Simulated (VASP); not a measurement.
# N (P2_13) in VASP: relaxation of cell and atoms with PBE+D3(BJ)

Aim: the relaxation of cell and atoms of N with PBE+D3(BJ).

All numbers are computed with VASP 6.6.1; they aren't measurements. Logs are shortened: lines on timing, memory, paths and dates and some standing lists are left out, and cuts for length are marked.

## (1) The cell of the first run

Symmetry: P2_13, No. 198, cubic system. The conventional cell has a = 5.815 Å, b = 5.815 Å, c = 5.815 Å, α = 90.00°, β = 90.00°, γ = 90.00°. Within 1.5 Å of N (site symmetry 3) lie 1 N at 1.11 Å. Within 1.5 Å of N (site symmetry 3) lie 1 N at 1.11 Å.

## (2) Relaxation of cell and atoms, PBE+D3(BJ)

Contents of INCAR:

```
SYSTEM = N
  PREC = Accurate
  ENCUT = 600
  EDIFF = 1E-6
  ISMEAR = 0
  SIGMA = 0.02
  LREAL = .FALSE.
  LASPH = .TRUE.
  NELM = 80
  ALGO = Normal
  ISIF = 3
  LWAVE = .FALSE.
  LCHARG = .FALSE.
  GGA = PE
  IVDW = 12
  IBRION = 2
  NSW = 100
  EDIFFG = -0.005
```

Contents of KPOINTS:

```
Automatic mesh
0
G
  4 4 4
  0 0 0
```

Contents of POSCAR:

```
N
1.0
    5.8151017200      0.0000000000      0.0000000000
    0.0000000000      5.8151017200      0.0000000000
    0.0000000000      0.0000000000      5.8151017200
N
8
Direct
    0.0639014400      0.0639014400      0.0639014400
    0.4360985600      0.9360985600      0.5639014400
    0.5639014400      0.4360985600      0.9360985600
    0.9360985600      0.5639014400      0.4360985600
    0.9541388600      0.9541388600      0.9541388600
    0.5458611400      0.0458611400      0.4541388600
    0.4541388600      0.5458611400      0.0458611400
    0.0458611400      0.4541388600      0.5458611400
```

Potentials or basis: VASP PAW PBE potentials, release 64 (N).

Command:

```bash
$ cat potpaw_PBE.64/N/POTCAR > POTCAR
$ mpirun -np 1 vasp_std > vasp.out
```

OUTCAR:

```text
SYSTEM = N
   PREC = Accurate
   ENCUT = 600
   EDIFF = 1E-6
   ISMEAR = 0
   LREAL = .FALSE.
   LASPH = .TRUE.
   NELM = 80
   ISIF = 3
   GGA = PE
   IVDW = 12
   IBRION = 2
   NSW = 100
   EDIFFG = -0.005
 IVDW          = 12

 ion  position               nearest neighbor table
   1  0.064  0.064  0.064-   5 1.11
   2  0.436  0.936  0.564-   6 1.11
   3  0.564  0.436  0.936-   7 1.11
   4  0.936  0.564  0.436-   8 1.11
   5  0.954  0.954  0.954-   1 1.11
   6  0.546  0.046  0.454-   2 1.11
   7  0.454  0.546  0.046-   3 1.11
   8  0.046  0.454  0.546-   4 1.11

  LATTYP: Found a simple cubic cell.
 ALAT       =     5.8151017200

  Lattice vectors:

 A1 = (   5.8151017200,   0.0000000000,   0.0000000000)
 A2 = (   0.0000000000,   5.8151017200,   0.0000000000)
 A3 = (   0.0000000000,   0.0000000000,   5.8151017200)

Analysis of symmetry for initial positions (statically):
=====================================================================
 Subroutine PRICEL returns:
 Original cell was already a primitive cell.

 Routine SETGRP: Setting up the symmetry group for a
 simple cubic supercell.

 Subroutine GETGRP returns: Found 12 space group operations
 (whereof  3 operations were pure point group operations)
 out of a pool of 48 trial point group operations.

The static configuration has the point symmetry C_3 .
 The point group associated with its full space group is T   .

Analysis of symmetry for dynamics (positions and initial velocities):
=====================================================================
 Subroutine PRICEL returns:
 Original cell was already a primitive cell.

 Routine SETGRP: Setting up the symmetry group for a
 simple cubic supercell.

 Subroutine GETGRP returns: Found 12 space group operations
 (whereof  3 operations were pure point group operations)
 out of a pool of 48 trial point group operations.

The dynamic configuration has the point symmetry C_3 .
 The point group associated with its full space group is T   .

 Subroutine INISYM returns: Found 12 space group operations
 (whereof  3 operations are pure point group operations),
 and found     1 'primitive' translations

----------------------------------------------------------------------------------------

                                     Primitive cell

  volume of cell :     196.6400

  direct lattice vectors                    reciprocal lattice vectors
     5.815101720  0.000000000  0.000000000     0.171966037  0.000000000  0.000000000
     0.000000000  5.815101720  0.000000000     0.000000000  0.171966037  0.000000000
     0.000000000  0.000000000  5.815101720     0.000000000  0.000000000  0.171966037

  length of vectors
     5.815101720  5.815101720  5.815101720     0.171966037  0.171966037  0.171966037

  position of ions in fractional coordinates (direct lattice)
     0.063901440  0.063901440  0.063901440
     0.436098560  0.936098560  0.563901440
     0.563901440  0.436098560  0.936098560
     0.936098560  0.563901440  0.436098560
     0.954138860  0.954138860  0.954138860
     0.545861140  0.045861140  0.454138860
     0.454138860  0.545861140  0.045861140
     0.045861140  0.454138860  0.545861140

  ion indices of the primitive-cell ions
   primitive index   ion index
                 1           1
                 2           2
                 3           3
                 4           4
                 5           5
                 6           6
                 7           7
                 8           8

----------------------------------------------------------------------------------------

 KPOINTS: Automatic mesh

Automatic generation of k-mesh.
 Grid dimensions read from file:
 generate k-points for:    4    4    4

 Generating k-lattice:

  Cartesian coordinates                     Fractional coordinates (reciprocal lattice)
     0.042991509  0.000000000  0.000000000     0.250000000  0.000000000  0.000000000
     0.000000000  0.042991509  0.000000000     0.000000000  0.250000000  0.000000000
     0.000000000  0.000000000  0.042991509     0.000000000  0.000000000  0.250000000

  Length of vectors
     0.042991509  0.042991509  0.042991509

  Shift w.r.t. Gamma in fractional coordinates (k-lattice)
     0.000000000  0.000000000  0.000000000

 Subroutine IBZKPT returns following result:
 ===========================================

 Found     11 irreducible k-points:

 Following reciprocal coordinates:
            Coordinates               Weight
  0.000000  0.000000  0.000000      1.000000
  0.250000  0.000000  0.000000      6.000000
  0.500000  0.000000  0.000000      3.000000
  0.250000  0.250000  0.000000     12.000000
  0.500000  0.250000  0.000000      6.000000
 -0.250000  0.500000  0.000000      6.000000
  0.500000  0.500000  0.000000      3.000000
  0.250000  0.250000  0.250000      8.000000
  0.500000  0.250000  0.250000     12.000000
  0.500000  0.500000  0.250000      6.000000
  0.500000  0.500000  0.500000      1.000000
   k-points           NKPTS =     11   k-points in BZ     NKDIM =     11   number of bands    NBANDS=     25
   number of dos      NEDOS =    301   number of ions     NIONS =      8
   total plane-waves  NPLWV = 110592
   dimension x,y,z NGX =    48 NGY =   48 NGZ =   48
   dimension x,y,z NGXF=    96 NGYF=   96 NGZF=   96
   ions per type =               8
   NGX,Y,Z   is equivalent  to a cutoff of  13.72, 13.72, 13.72 a.u.
   NGXF,Y,Z  is equivalent  to a cutoff of  27.45, 27.45, 27.45 a.u.
 SYSTEM =  N
   PREC   = accura    normal or accurate (medium, high low for compatibility)
   ISTART =      0    job   : 0-new  1-cont  2-samecut
   ICHARG =      2    charge: 1-file 2-atom 10-const
   ISPIN  =      1    spin polarized calculation?
   LNONCOLLINEAR =      F non collinear calculations
   LSORBIT =      F    spin-orbit coupling
   LASPH  =      T    aspherical Exc in radial PAW
   ENCUT  =  600.0 eV  44.10 Ry    6.64 a.u.  11.61 11.61 11.61*2*pi/ulx,y,z
   NELM   =     80;   NELMIN=  2; NELMDL= -5     # of ELM steps
   EDIFF  = 0.1E-05   stopping-criterion for ELM
   LREAL  =      F    real-space projection
   EDIFFG = -.5E-02   stopping-criterion for IOM
   NSW    =    100    number of steps for IOM
   IBRION =      2    ionic relax: 0-MD 1-quasi-New 2-CG
   NFREE  =      1    steps in history (QN), initial steepest desc. (CG)
   ISIF   =      3    stress and relaxation
   ISYM   =      2    0-nonsym 1-usesym 2-fastsym
   POTIM  = 0.5000    time-step for ionic-motion
   TEBEG  =    0.0;   TEEND  =   0.0 temperature during run
   PSTRESS=    0.0 pullay stress
   NELECT =      40.0000    total number of electrons
   NUPDOWN=      -1.0000    fix difference up-down
   EMIN   =  10.00;   EMAX   =-10.00  energy-range for DOS
   EFERMI =   0.00;   METHOD = LEGACY
   ISMEAR =     0;   SIGMA  =   0.02  broadening in eV -4-tet -1-fermi 0-gaus
   EFERMI_NEDOS =   21; number of points for ismear=-14 and -15
   IALGO  =     38    algorithm
   IMIX   =      4    mixing-type and parameters
     AMIX     =   0.40;   BMIX     =  1.00
     AMIX_MAG =   1.60;   BMIX_MAG =  1.00
  volume/ion in A,a.u.               =      24.58       165.87
  Fermi-wavevector in a.u.,A,eV,Ry     =   0.962803  1.819434 12.612464  0.926990
  Thomas-Fermi vector in A             =   2.092294
   LORBIT       =      0    0 simple, 1 ext, 2 COOP (PROOUT), +10 PAW based schemes
   GGA     = PE    functional components
   LHFCALC =     F    Hartree Fock is set to
   AEXX    =    0.0000 exact exchange contribution
   IVDW    =    12    specifies the selected vdW correction
   LEPSILON=     F    determine dielectric tensor
   LRPA    =     F    only Hartree local field effects (RPA)
 conjugate gradient relaxation of ions
 non-spin polarized calculation
 Gauss-broadening in eV      SIGMA  =   0.02
  energy-cutoff  :      600.00
  volume of cell :      196.64
 maximum number of plane-waves:      6704
 NGX is ok and might be reduce to    48
   NGX = 23   NGY = 23   NGZ = 23

--------------------------------------- Ionic step        1  -------------------------------------------

 number of electron      40.0000000 magnetization

 Free energy of the ion-electron system (eV)
  ---------------------------------------------------
  ext. energy  EPLUGINS =         0.00000000
  ---------------------------------------------------
  free energy    TOTEN  =       -66.69881684 eV

  energy without entropy =      -66.69881684  energy(sigma->0) =      -66.69881684

------------------------ aborting loop because EDIFF is reached ----------------------------------------

 Edisp (eV)   -0.38610

 E8    (eV) :    -0.0899

  FORCE on cell =-STRESS in cart. coord.  units (eV):
  Direction    XX          YY          ZZ          XY          YZ          ZX
  --------------------------------------------------------------------------------------
  -------------------------------------------------------------------------------------
  Total       1.09832     1.09832     1.09832    -0.00000    -0.00000     0.00000
  in kB       8.94887     8.94887     8.94887    -0.00000    -0.00000     0.00000
  external pressure =        8.95 kB  Pullay stress =        0.00 kB
[... 115 lines left out ...]
  FREE ENERGIE OF THE ION-ELECTRON SYSTEM (eV)
  ---------------------------------------------------
  free  energy   TOTEN  =       -67.0982764092 eV

  energy  without entropy=      -67.0982764092  energy(sigma->0) =      -67.09827641

[... ionic steps 4 to 55 ...]

--------------------------------------- Ionic step       56  -------------------------------------------

 number of electron      39.9999991 magnetization

------------------------ aborting loop because EDIFF is reached ----------------------------------------

 Edisp (eV)   -0.47395

 E8    (eV) :    -0.1144
[... 81 lines left out ...]
  energy  without entropy=      -67.1379113688  energy(sigma->0) =      -67.13791137

--------------------------------------- Ionic step       58  -------------------------------------------

 number of electron      39.9999991 magnetization

 Free energy of the ion-electron system (eV)
  ---------------------------------------------------
  ext. energy  EPLUGINS =         0.00000000
  ---------------------------------------------------
  free energy    TOTEN  =       -66.66446376 eV

  energy without entropy =      -66.66446376  energy(sigma->0) =      -66.66446376

 E-fermi :  -6.1222     XC(G=0):  -6.6723

 val. band max:       -6.2610878719   @ k =   0.5000   0.0000   0.0000
 cond. band min:       0.8924236960   @ k =   0.0000   0.0000   0.0000
 fundamental gap:      7.1535115679
 Fermi energy:        -6.1222069640

 k-point     1 :       0.0000    0.0000    0.0000
  band No.  band energies     occupation
      1     -24.5151      2.00000
      2     -24.4450      2.00000
      3     -24.4450      2.00000
      4     -24.4450      2.00000
      5      -9.9411      2.00000
      6      -9.9411      2.00000
[... 336 lines left out ...]
  FREE ENERGIE OF THE ION-ELECTRON SYSTEM (eV)
  ---------------------------------------------------
  free  energy   TOTEN  =       -67.1379315854 eV

  energy  without entropy=      -67.1379315854  energy(sigma->0) =      -67.13793159

 reached required accuracy - stopping structural energy minimisation
```

Run time: 32 min. Hardware: 1 thread of Intel Xeon Platinum 8259CL at 2.50GHz (Skylake/Cascade Lake), shared host; peak memory 0.36 GiB.

What came out:

```
Free energy                            : -67.1379 eV
Relaxed volume                         : 21.26 Å³/atom
Relaxed cell                           : a = 5.540 Å, b = 5.540 Å, c = 5.540 Å, α = 90.00°, β = 90.00°, γ = 90.00°
Space group after relaxing (to 0.05 Å) : Pa-3 (No. 205)
Energy gained by relaxing              : 6.6 meV/atom
Ionic steps                            : 58
Pressure after relaxing                : 0.0 GPa
Largest force after relaxing           : 0.003 eV/Å
Band gap on the k mesh                 : 7.15 eV, indirect (least direct gap 7.19 eV)
Dispersion energy per atom             : -0.059 eV
```

Forces in eV/Å, atoms in the order of the input:
```
N   -0.001 -0.001 -0.001
N    0.001  0.001 -0.001
N   -0.001  0.001  0.001
N    0.001 -0.001  0.001
N    0.002  0.002  0.002
N   -0.002 -0.002  0.002
N    0.002 -0.002 -0.002
N   -0.002  0.002 -0.002
```

Step by step:
```
step  energy change (eV)  largest force (eV/Å)  pressure (GPa)  volume (Å³)
   1              0.0000                1.0541            0.89       196.64
   3             -0.0134                0.1041           -0.46       196.88
   5             -0.0135                0.0331           -0.32       196.86
   7             -0.0229                0.0546           -0.26       192.42
   9             -0.0472                0.3058            0.34       173.30
  11             -0.0487                0.0501           -0.09       172.35
  13             -0.0485                0.0801            0.05       172.66
  15             -0.0487                0.0223           -0.05       172.38
  17             -0.0487                0.0235           -0.03       172.36
  19             -0.0487                0.0213           -0.02       172.30
  21             -0.0489                0.0156           -0.02       172.07
  23             -0.0495                0.0286           -0.04       171.11
  25             -0.0502                0.1051           -0.05       167.34
  27             -0.0503                0.0735           -0.03       168.28
  29             -0.0504                0.0527            0.13       167.95
  31             -0.0504                0.0150            0.06       168.07
  33             -0.0504                0.0166            0.07       168.07
  35             -0.0504                0.0173            0.07       168.03
  37             -0.0505                0.0207            0.09       167.89
  39             -0.0506                0.0350            0.12       167.33
  41             -0.0507                0.0368            0.14       166.55
  43             -0.0507                0.0210            0.09       166.47
  45             -0.0507                0.0185            0.10       166.48
  47             -0.0508                0.0161            0.09       166.54
  49             -0.0511                0.0084            0.09       166.74
  51             -0.0519                0.0313            0.11       167.57
  53             -0.0526                0.1497            0.19       170.90
  55             -0.0529                0.0922            0.14       169.80
  57             -0.0530                0.0387           -0.05       170.14
  58             -0.0530                0.0033            0.01       170.04
```

Final structure:
```yaml
crystal:
  lattice:
    - [5.54013, 0.00000, 0.00000]
    - [0.00000, 5.54013, 0.00000]
    - [0.00000, 0.00000, 5.54013]
  atoms:
    - { symbol: N, position: [0.05767, 0.05767, 0.05767] }
    - { symbol: N, position: [0.44233, 0.94233, 0.55767] }
    - { symbol: N, position: [0.55767, 0.44233, 0.94233] }
    - { symbol: N, position: [0.94233, 0.55767, 0.44233] }
    - { symbol: N, position: [0.94181, 0.94181, 0.94181] }
    - { symbol: N, position: [0.55819, 0.05819, 0.44181] }
    - { symbol: N, position: [0.44181, 0.55819, 0.05819] }
    - { symbol: N, position: [0.05819, 0.44181, 0.55819] }
```

Caveat: the standard files for N, O and F lose accuracy on very short bonds. A k mesh can miss the band edges.
